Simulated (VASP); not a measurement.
A run of VASP 6.6.1 is set up as follows.

Contents of INCAR:

```
PREC = Accurate
ENCUT = 520
EDIFF = 1E-6
ISMEAR = -1
SIGMA = 0.1
LREAL = False
LASPH = True
NELM = 80
ALGO = Normal
ISIF = 2
LWAVE = False
LCHARG = False
GGA = RE
NBANDS = 17
```

KPOINTS

```
Automatic mesh
0
Gamma
  17 17 17
```

Contents of POSCAR:

```
Ni
1.0
    0.0000000000      2.5365557823      2.5365557823
    2.5365557823      0.0000000000      2.5365557823
    2.5365557823      2.5365557823      0.0000000000
Ni
2
Direct
    0.1250000000      0.1250000000      0.1250000000
    0.8750000000      0.8750000000      0.8750000000
```

Potentials or basis: VASP PAW PBE potentials, release 64 (Ni).

The run is started by

```sh
$ cat potpaw_PBE.64/Ni/POTCAR > POTCAR
$ mpirun -np 1 vasp_std > vasp.out
```

What does it give for the pressure?

3.7 GPa.

What does it give for the band gap on the k mesh?

Zero (band 10 reaches 4.85 eV, above the bottom of band 11 at 4.55 eV).

Caveat: the PAW data sets were made with another functional, which shifts forces and pressure a little; the run has no spin polarisation, though such a crystal can be magnetic. Spin polarisation is off, so any magnetic state and its effect on volume and gap are missing.
